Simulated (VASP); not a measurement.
A run of VASP 6.6.1:

The input INCAR:

```
SYSTEM = BN
ALGO = Normal ; EDIFF = 1E-6
ENCUT = 520 ; GGA = RP
ISIF = 2 ; ISMEAR = -1
IVDW = 12 ; LASPH = .TRUE.
LCHARG = .TRUE. ; LELF = .TRUE.
LREAL = .FALSE. ; LVHAR = .TRUE.
LWAVE = .FALSE. ; NBANDS = 16
NELM = 100 ; PREC = Accurate
SIGMA = 0.05
```

Contents of KPOINTS:

```
k-points
0
G
  12 12 6
  0 0 0
```

File POSCAR:

```
BN
1.0
    2.5226744209      0.0000000000      0.0000000000
   -1.2613372105      2.1847001339      0.0000000000
    0.0000000000      0.0000000000      4.1729067937
N B
2 2
Direct
    0.3333333333      0.6666666667      0.1254026484
    0.6666666667      0.3333333333      0.6254026484
    0.3333333333      0.6666666667      0.4995973516
    0.6666666667      0.3333333333      0.9995973516
```

Potentials or basis: VASP PAW PBE potentials, release 64 (N, B).

Run with:

```bash
$ cat potpaw_PBE.64/N/POTCAR potpaw_PBE.64/B/POTCAR > POTCAR
$ mpirun -np 1 vasp_std > vasp.out
```

Hardware: 1 thread of Intel(R) Xeon(R) Platinum 8488C (Sapphire Rapids), on a shared host.

Q: Estimate the wall time of this run.

A: Run time: 41 s on 1 thread of Intel(R) Xeon(R) Platinum 8488C (Sapphire Rapids) (shared host), peak memory 0.16 GiB. Counts: scf iterations 13, k points 76.
